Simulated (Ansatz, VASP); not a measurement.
Two plane-wave programs on FeO

The input INCAR:

```
SYSTEM = FeO
ALGO = Normal ; EDIFF = 1E-6
ENCUT = 520 ; GGA = PS
ISIF = 2 ; ISMEAR = -1
ISPIN = 2 ; IVDW = 13
LASPH = .True. ; LCHARG = .False.
LMAXMIX = 4 ; LORBIT = 11
LREAL = .False. ; LWAVE = .False.
MAGMOM = 3 0 ; NBANDS = 18
NELM = 150 ; PREC = Accurate
SIGMA = 0.05
```

KPOINTS

```
k-points
0
Gamma
  11 11 11
  0 0 0
```

File POSCAR:

```
FeO
1.0
    0.0000000000      2.1113998987      2.1113998987
    2.1113998987      0.0000000000      2.1113998987
    2.1113998987      2.1113998987      0.0000000000
Fe O
1 1
Direct
    0.0000000000      0.0000000000      0.0000000000
    0.5000000000      0.5000000000      0.5000000000
```

File input.yaml:

```yaml
crystal:
  lattice:
    - [0.0, 2.1113998987, 2.1113998987]
    - [2.1113998987, 0.0, 2.1113998987]
    - [2.1113998987, 2.1113998987, 0.0]
  atoms:
    - { symbol: Fe, position: [0.0, 0.0, 0.0], spin: 3.0 }
    - { symbol: O, position: [0.5, 0.5, 0.5] }
hamiltonian:
  xc: pbesol
  pseudopotentials: { kind: paw }
  dispersion: d4
magnetization:
  spin_polarized: true
kpoints:
  mp_grid: { grid: [11, 11, 11] }
scf:
  occupations: { method: fermi_dirac, width: 0.05 }
output:
  forces: true
  stress: true
  eigenvalues: true
  write_density: true
  write_potential: true
  elf: true
  volumetric_format: npy
```

Alike in both runs: task single point; functional PBEsol; dispersion D4; k mesh 11 × 11 × 11; occupations fermi-dirac, width 0.05 eV; collinear spin.

```csv
,VASP,Ansatz
version,VASP 6.6.1,Ansatz 0.2.0
potentials or method,"VASP PAW PBE potentials, release 64 (Fe, O)",Ansatz PAW
plane-wave cutoff (eV),520,420
valence electrons in the cell,14,22
```

```tsv
	VASP	Ansatz	Ansatz less VASP
gap on the k mesh at the Fermi level (eV)	none	none	-
pressure (GPa)	2.0	1.5	-0.49
net moment per atom (μB)	2.00	2.00	0.000
size of the moment on the site where the two differ most (μB)	3.60	3.41	-0.189
```

VASP's potentials were made for PBE, not for PBEsol. Site moments also hang on the region over which each program counts them. A gap of «none» marks a metal or a gap that the smearing closes. VASP's potentials hold 14 valence electrons a cell and Ansatz's 22, so a difference there can come from the potentials and not from the codes.
